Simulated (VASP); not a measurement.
# LiF in VASP: a series of runs

LiF is run at these levels: r2SCAN, RPBE; tasks: single point, relaxation of the atoms.

Program: VASP 6.6.1. These are calculated values, not measurements. Logs are shortened: lines on timing, memory, paths and dates and some standing lists are left out, and cuts for length are marked.

### 1 The cell of the first run

The structure is cubic, space group Fm-3m (No. 225). Conventional cell: a = 4.107 Å, b = 4.107 Å, c = 4.107 Å, α = 90.00°, β = 90.00°, γ = 90.00°. Within 2.7 Å of F (site symmetry m-3m) lie 6 Li at 2.05 Å. Within 2.7 Å of Li (site symmetry m-3m) lie 6 F at 2.05 Å.

### 2 Single point, r2SCAN

POSCAR

```
LiF
1.0
    0.0000000000      2.0535002244      2.0535002244
    2.0535002244      0.0000000000      2.0535002244
    2.0535002244      2.0535002244      0.0000000000
F Li
1 1
Direct
    0.5000000000      0.5000000000      0.5000000000
    0.0000000000      0.0000000000      0.0000000000
```

INCAR.step1

```
ALGO = Normal ; EDIFF = 1E-5
ENCUT = 1490 ; GGA = PE
GGA_COMPAT = False ; ISMEAR = -1
LASPH = True ; LCHARG = False
LREAL = False ; LWAVE = True
NBANDS = 12 ; NELM = 120
PREC = Accurate ; SIGMA = 0.05
```

INCAR.step2

```
ALGO = Normal ; EDIFF = 1E-6
ENCUT = 1490 ; GGA_COMPAT = False
ISIF = 2 ; ISMEAR = -1
ISTART = 1 ; LASPH = True
LCHARG = True ; LELF = True
LMIXTAU = True ; LREAL = False
LVHAR = True ; LWAVE = False
METAGGA = R2SCAN ; NBANDS = 12
NELM = 120 ; PREC = Accurate
SIGMA = 0.05
```

KPOINTS

```
k-points
0
Gamma
  11 11 11
```

Potentials or basis: VASP PAW PBE potentials, release 64 (F_h, Li_sv).

Launch:

```console
cat potpaw_PBE.64/F_h/POTCAR potpaw_PBE.64/Li_sv/POTCAR > POTCAR
cp INCAR.step1 INCAR
mpirun -np 1 vasp_std > vasp.out
cp INCAR.step2 INCAR
mpirun -np 1 vasp_std > vasp.out
```

OUTCAR:

```text
EDIFF = 1E-6
   ENCUT = 1490
   ISIF = 2
   ISMEAR = -1
   ISTART = 1
   LASPH = True
   LREAL = False
   METAGGA = R2SCAN
   NELM = 120
   PREC = Accurate

 ion  position               nearest neighbor table
   1  0.500  0.500  0.500-   2 2.05   2 2.05   2 2.05   2 2.05   2 2.05   2 2.05
   2  0.000  0.000  0.000-   1 2.05   1 2.05   1 2.05   1 2.05   1 2.05   1 2.05

  LATTYP: Found a face centered cubic cell.
 ALAT       =     4.1070004488

  Lattice vectors:

 A1 = (   0.0000000000,   2.0535002244,   2.0535002244)
 A2 = (   2.0535002244,   0.0000000000,   2.0535002244)
 A3 = (   2.0535002244,   2.0535002244,   0.0000000000)

Analysis of symmetry for initial positions (statically):
=====================================================================
 Subroutine PRICEL returns:
 Original cell was already a primitive cell.

 Routine SETGRP: Setting up the symmetry group for a
 face centered cubic supercell.

 Subroutine GETGRP returns: Found 48 space group operations
 (whereof 48 operations were pure point group operations)
 out of a pool of 48 trial point group operations.

The static configuration has the point symmetry O_h .

Analysis of symmetry for dynamics (positions and initial velocities):
=====================================================================
 Subroutine PRICEL returns:
 Original cell was already a primitive cell.

 Routine SETGRP: Setting up the symmetry group for a
 face centered cubic supercell.

 Subroutine GETGRP returns: Found 48 space group operations
 (whereof 48 operations were pure point group operations)
 out of a pool of 48 trial point group operations.

The dynamic configuration has the point symmetry O_h .

 Subroutine INISYM returns: Found 48 space group operations
 (whereof 48 operations are pure point group operations),
 and found     1 'primitive' translations

----------------------------------------------------------------------------------------

                                     Primitive cell

  volume of cell :      17.3187

  direct lattice vectors                    reciprocal lattice vectors
     0.000000000  2.053500224  2.053500224    -0.243486703  0.243486703  0.243486703
     2.053500224  0.000000000  2.053500224     0.243486703 -0.243486703  0.243486703
     2.053500224  2.053500224  0.000000000     0.243486703  0.243486703 -0.243486703

  length of vectors
     2.904087868  2.904087868  2.904087868     0.421731341  0.421731341  0.421731341

  position of ions in fractional coordinates (direct lattice)
     0.500000000  0.500000000  0.500000000
     0.000000000  0.000000000  0.000000000

  ion indices of the primitive-cell ions
   primitive index   ion index
                 1           1
                 2           2

----------------------------------------------------------------------------------------

 KPOINTS: k-points

Automatic generation of k-mesh.
 Grid dimensions read from file:
 generate k-points for:   11   11   11

 Generating k-lattice:

  Cartesian coordinates                     Fractional coordinates (reciprocal lattice)
    -0.022135155  0.022135155  0.022135155     0.090909091  0.000000000  0.000000000
     0.022135155 -0.022135155  0.022135155     0.000000000  0.090909091  0.000000000
     0.022135155  0.022135155 -0.022135155     0.000000000  0.000000000  0.090909091

  Length of vectors
     0.038339213  0.038339213  0.038339213

  Shift w.r.t. Gamma in fractional coordinates (k-lattice)
     0.000000000  0.000000000  0.000000000

 Subroutine IBZKPT returns following result:
 ===========================================

 Found     56 irreducible k-points:

 Following reciprocal coordinates:
            Coordinates               Weight
  0.000000  0.000000  0.000000      1.000000
  0.090909  0.000000  0.000000      8.000000
  0.181818  0.000000  0.000000      8.000000
  0.272727  0.000000  0.000000      8.000000
  0.363636  0.000000  0.000000      8.000000
  0.454545  0.000000  0.000000      8.000000
[... 16 lines left out ...]
 -0.272727  0.181818  0.000000     24.000000
 -0.181818  0.181818  0.000000     12.000000
 [... further k-points ...]
   k-points           NKPTS =     56   k-points in BZ     NKDIM =     56   number of bands    NBANDS=     12
   number of dos      NEDOS =    301   number of ions     NIONS =      2
   total plane-waves  NPLWV =  64000
   dimension x,y,z NGX =    40 NGY =   40 NGZ =   40
   dimension x,y,z NGXF=    80 NGYF=   80 NGZF=   80
   ions per type =               1   1
   NGX,Y,Z   is equivalent  to a cutoff of  22.90, 22.90, 22.90 a.u.
   NGXF,Y,Z  is equivalent  to a cutoff of  45.80, 45.80, 45.80 a.u.
 SYSTEM =  unknown system
   PREC   = accura    normal or accurate (medium, high low for compatibility)
   ISTART =      1    job   : 0-new  1-cont  2-samecut
   ICHARG =      0    charge: 1-file 2-atom 10-const
   ISPIN  =      1    spin polarized calculation?
   LNONCOLLINEAR =      F non collinear calculations
   LSORBIT =      F    spin-orbit coupling
   LASPH  =      T    aspherical Exc in radial PAW
   ENCUT  = 1490.0 eV 109.51 Ry   10.46 a.u.   9.14  9.14  9.14*2*pi/ulx,y,z
   NELM   =    120;   NELMIN=  2; NELMDL=  0     # of ELM steps
   EDIFF  = 0.1E-05   stopping-criterion for ELM
   LREAL  =      F    real-space projection
   EDIFFG = 0.1E-04   stopping-criterion for IOM
   NSW    =      0    number of steps for IOM
   IBRION =     -1    ionic relax: 0-MD 1-quasi-New 2-CG
   NFREE  =      0    steps in history (QN), initial steepest desc. (CG)
   ISIF   =      2    stress and relaxation
   ISYM   =      2    0-nonsym 1-usesym 2-fastsym
   POTIM  = 0.5000    time-step for ionic-motion
   TEBEG  =    0.0;   TEEND  =   0.0 temperature during run
   PSTRESS=    0.0 pullay stress
   NELECT =      10.0000    total number of electrons
   NUPDOWN=      -1.0000    fix difference up-down
   EMIN   =  10.00;   EMAX   =-10.00  energy-range for DOS
   EFERMI =   0.00;   METHOD = LEGACY
   ISMEAR =    -1;   SIGMA  =   0.05  broadening in eV -4-tet -1-fermi 0-gaus
   EFERMI_NEDOS =   21; number of points for ismear=-14 and -15
   IALGO  =     38    algorithm
   IMIX   =      4    mixing-type and parameters
     AMIX     =   0.40;   BMIX     =  1.00
     AMIX_MAG =   1.60;   BMIX_MAG =  1.00
  volume/ion in A,a.u.               =       8.66        58.44
  Fermi-wavevector in a.u.,A,eV,Ry     =   1.363233  2.576137 25.285123  1.858404
  Thomas-Fermi vector in A             =   2.489654
   LORBIT       =      0    0 simple, 1 ext, 2 COOP (PROOUT), +10 PAW based schemes
   METAGGA = R2SCAN    functional components
   LHFCALC =     F    Hartree Fock is set to
   AEXX    =    0.0000 exact exchange contribution
   IVDW    =     0    specifies the selected vdW correction
   LEPSILON=     F    determine dielectric tensor
   LRPA    =     F    only Hartree local field effects (RPA)
 non-spin polarized calculation
  energy-cutoff  :     1490.00
  volume of cell :       17.32
 maximum number of plane-waves:      2275
 NGX is ok and might be reduce to    40
   NGX = 19   NGY = 19   NGZ = 19

 number of electron      10.0000000 magnetization

 Free energy of the ion-electron system (eV)
  ---------------------------------------------------
  ext. energy  EPLUGINS =         0.00000000
  ---------------------------------------------------
  free energy    TOTEN  =       -11.88775485 eV

  energy without entropy =      -11.88775485  energy(sigma->0) =      -11.88775485

 E-fermi :  -0.3336     XC(G=0): -10.2372

 val. band max:       -1.4863863255   @ k =   0.0000   0.0000   0.0000
 cond. band min:       8.2349670946   @ k =   0.0000   0.0000   0.0000
 fundamental gap:      9.7213534201
 Fermi energy:        -0.3335624581

 k-point     1 :       0.0000    0.0000    0.0000
  band No.  band energies     occupation
      1     -43.6577      2.00000
      2     -22.4284      2.00000
      3      -1.4864      2.00000
      4      -1.4864      2.00000
      5      -1.4864      2.00000
      6       8.2350      0.00000
      7      23.4647      0.00000
      8      23.4647      0.00000
      9      23.4647      0.00000
     10      23.7278      0.00000
     11      23.7278      0.00000
     12      23.7278      0.00000

 k-point     2 :       0.0909    0.0000    0.0000
  band No.  band energies     occupation
      1     -43.6542      2.00000
      2     -22.4003      2.00000
      3      -1.7052      2.00000
      4      -1.5048      2.00000
      5      -1.5048      2.00000
      6       8.4731      0.00000
      7      20.8789      0.00000
      8      22.3830      0.00000
      9      22.3830      0.00000
     10      24.5835      0.00000
     11      24.5835      0.00000
     12      24.8337      0.00000

 k-point     3 :       0.1818    0.0000    0.0000
  band No.  band energies     occupation
      1     -43.6449      2.00000
      2     -22.3237      2.00000
      3      -2.2523      2.00000
      4      -1.5533      2.00000
      5      -1.5533      2.00000
      6       9.0443      0.00000
      7      18.4997      0.00000
      8      21.0379      0.00000
      9      21.0379      0.00000
     10      25.6461      0.00000
     11      25.6731      0.00000
     12      25.6731      0.00000
[... 286 lines left out ...]
 k-point    23 :      -0.2727    0.1818    0.0000
  band No.  band energies     occupation
      1     -43.6187      2.00000
      2     -22.0798      2.00000
      3      -3.2127      2.00000
      4      -2.3838      2.00000
      5      -1.6593      2.00000
      6      10.7932      0.00000
      7      15.4761      0.00000
      8      19.0413      0.00000
      9      19.1814      0.00000
     10      27.3874      0.00000
     11      27.8296      0.00000
     12      28.9149      0.00000

 k-point    24 :      -0.1818    0.1818    0.0000
  band No.  band energies     occupation
      1     -43.6288      2.00000
      2     -22.1779      2.00000
      3      -2.8247      2.00000
      4      -2.1396      2.00000
      5      -1.5636      2.00000
      6      10.1415      0.00000
      7      16.3956      0.00000
      8      19.4624      0.00000
      9      19.8810      0.00000
     10      25.8648      0.00000
     11      26.6811      0.00000
     12      29.1581      0.00000

 [... further k-points ...]

------------------------ aborting loop because EDIFF is reached ----------------------------------------

  FORCE on cell =-STRESS in cart. coord.  units (eV):
  Direction    XX          YY          ZZ          XY          YZ          ZX
  --------------------------------------------------------------------------------------
  -------------------------------------------------------------------------------------
  Total       -0.7125826     -0.7125826     -0.7125826      0.0000000     -0.0000000      0.0000000
  in kB      -65.9221726    -65.9221726    -65.9221726      0.0000000     -0.0000000      0.0000000
  external PRESSURE =     -65.9221726 kB  Pullay stress =       0.0000000 kB

 VOLUME and BASIS-vectors are now :
 -----------------------------------------------------------------------------
  energy-cutoff  :     1490.00
  volume of cell :       17.32
      direct lattice vectors                 reciprocal lattice vectors
     0.000000000  2.053500224  2.053500224    -0.243486703  0.243486703  0.243486703
     2.053500224  0.000000000  2.053500224     0.243486703 -0.243486703  0.243486703
     2.053500224  2.053500224  0.000000000     0.243486703  0.243486703 -0.243486703

 POSITION                                       TOTAL-FORCE (eV/Angst)
 -----------------------------------------------------------------------------------
      2.05350      2.05350      2.05350         0.000000      0.000000      0.000000
      0.00000      0.00000      0.00000        -0.000000     -0.000000      0.000000
 -----------------------------------------------------------------------------------
    total drift:                                0.000000     -0.000000      0.000000

  FREE ENERGIE OF THE ION-ELECTRON SYSTEM (eV)
  ---------------------------------------------------
  free  energy   TOTEN  =       -11.8877548542 eV

  energy  without entropy=      -11.8877548542  energy(sigma->0) =      -11.88775485
```

Wall time 100 s (1 thread of Intel Xeon 6975P-C (Granite Rapids), shared host); peak memory 0.27 GiB.

What came out:

- Free energy: -11.8878 eV
- Pressure: -6.6 GPa
- Band gap on the k mesh: 9.72 eV

Caveat: the cell stands under tension; the PAW data sets were made with another functional, which shifts forces and pressure a little; an odd mesh through Γ misses points on the zone boundary, where band edges can lie.

### 3 Relaxation of the atoms, RPBE (atoms moved at random)

INCAR

```
PREC = Accurate
ENCUT = 520
EDIFF = 1E-7
ISMEAR = -5
SIGMA = 0.05
LREAL = F
LASPH = T
NELM = 80
ALGO = Normal
ISIF = 2
LWAVE = F
LCHARG = F
GGA = RP
IBRION = 2
NSW = 80
EDIFFG = -0.01
```

KPOINTS

```
regular mesh
0
Gamma
  11 11 11
```

POSCAR

```
LiF
1.0
    2.8482261100      0.0000000000      0.0000000000
    1.4241130550      2.4666361670      0.0000000000
    1.4241130550      0.8222120557      2.3255668805
F Li
1 1
Direct
    0.5088070000      0.4958010000      0.4929390000
    0.0088470000      0.9987200000      0.9928290000
```

Potentials or basis: VASP PAW PBE potentials, release 64 (F, Li_sv).

Launch:

```console
cat potpaw_PBE.64/F/POTCAR potpaw_PBE.64/Li_sv/POTCAR > POTCAR
mpirun -np 1 vasp_std > vasp.out
```

It took 2.1 min on 1 thread of Intel Xeon Platinum 8259CL at 2.50GHz (Skylake/Cascade Lake), shared host; peak memory 0.22 GiB.

Results (log left out):

```yaml
Free_energy: -9.2033 eV
Energy_gained_by_relaxing: 0.0 meV/atom
Ionic_steps: 3
Largest_force_after_relaxing: 0.004 eV/Å
Band_gap_on_the_k_mesh: 9.35 eV
```

Forces in eV/Å, atoms in the order of the input:
```
F    0.002  0.004  0.000
Li  -0.002 -0.004  0.000
```

Final structure:
```yaml
crystal:
  lattice:
    - [2.84823, 0.00000, 0.00000]
    - [1.42411, 2.46664, 0.00000]
    - [1.42411, 0.82221, 2.32557]
  atoms:
    - { symbol: F, position: [0.50882, 0.49683, 0.49290] }
    - { symbol: Li, position: [0.00883, 0.99769, 0.99287] }
```

Levels at points of the mesh, in eV from the valence-band top:
| k point | band 3 | band 4 | band 5 | band 6 | band 7 | band 8 |
| --- | --- | --- | --- | --- | --- | --- |
| (0.00, 0.00, 0.00) | 0.00 | 0.00 | 0.00 | 9.35 | 24.48 | 24.48 |

Caveat: the cell differs from its parent crystal (atoms moved at random); the cutoff is under 1.25 times the usual one of these potentials, so pressure, stress and relaxed cells hold a basis-set (Pulay) error; the PAW data sets were made with another functional, which shifts forces and pressure a little.
